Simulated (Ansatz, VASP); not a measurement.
**ZrB2: VASP beside Ansatz**

```
Zr B
1.0
     3.09165    0.00000    0.00000
    -1.54583    2.67745    0.00000
     0.00000    0.00000    3.65155
Zr B
1 2
Direct
  0.00000 0.00000 0.00000
  0.33333 0.66667 0.50000
  0.66667 0.33333 0.50000
```

Alike in both runs: task single point; functional PBEsol; k mesh 18 × 18 × 12; occupations gaussian, width 0.15 eV; no spin polarisation.

|  | VASP | Ansatz |
| --- | --- | --- |
| version | VASP 6.6.1 | Ansatz 0.2.0 |
| potentials or method | VASP PAW PBE potentials, release 64 (Zr_sv, B), cutoff 520 eV | scalar-relativistic, plane waves, PAW |
| valence electrons in the cell | 18 | 18 |

Ansatz gave:

- gap on the k mesh at the Fermi level (eV): none
- pressure (GPa): 1.2
- traceless stress, the component that is largest in VASP (GPa): -14.15

**Question.** Which values does VASP return?

**Answer.** gap on the k mesh at the Fermi level (eV): none; pressure (GPa): 1.5; traceless stress, the component that is largest in VASP (GPa): -14.18.

VASP's potentials were made for PBE, not for PBEsol. A gap of «none» marks a metal or a gap that the smearing closes. With one functional, cell and mesh, what is left measures potentials, basis and numerics.
